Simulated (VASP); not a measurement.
A run of VASP 6.6.1 is set up as follows.

POSCAR

```
BAs
1.0
    0.0000000000      2.6811355699      1.8955628479
    2.6811355699      0.0000000000      1.8955628479
    2.6811355699      2.6811355699      0.0000000000
B As
1 1
Direct
    0.0000000000      0.0000000000      0.0000000000
    0.7500000000      0.7500000000      0.7500000000
```

The input INCAR.step1:

```
SYSTEM = BAs
  PREC = Accurate
  ENCUT = 520
  ISMEAR = 0
  SIGMA = 0.05
  LREAL = .FALSE.
  LASPH = .TRUE.
  NELM = 60
  NBANDS = 11
  GGA = PE
  ALGO = Normal
  EDIFF = 1E-4
  LWAVE = .TRUE.
  LCHARG = .FALSE.
```

The input INCAR.step2:

```
SYSTEM = BAs
  PREC = Accurate
  ENCUT = 520
  EDIFF = 1E-6
  ISMEAR = 0
  SIGMA = 0.05
  LREAL = .FALSE.
  LASPH = .TRUE.
  NELM = 60
  ALGO = Normal
  ISIF = 2
  LWAVE = .FALSE.
  LCHARG = .FALSE.
  METAGGA = R2SCAN
  LMIXTAU = .TRUE.
  NBANDS = 11
  ISTART = 1
```

File KPOINTS:

```
regular mesh
0
G
  12 12 12
  0 0 0
```

Potentials or basis: VASP PAW PBE potentials, release 64 (B, As).

Run with:

```bash
$ cat potpaw_PBE.64/B/POTCAR potpaw_PBE.64/As/POTCAR > POTCAR
$ cp INCAR.step1 INCAR
$ mpirun -np 1 vasp_std > vasp.out
$ cp INCAR.step2 INCAR
$ mpirun -np 1 vasp_std > vasp.out
```

Task: Predict the pressure.

Result: -2.2 GPa.

Task: Estimate the band gap on the k mesh.

Result: Zero (band 4 reaches 7.88 eV, above the bottom of band 5 at 4.70 eV).

Stress tensor (GPa, compression positive):
```
-14.02   0.00   0.00
  0.00 -14.02   0.00
  0.00   0.00  21.51
```

Caveat: the PAW data sets were made with another functional, which shifts forces and pressure a little.
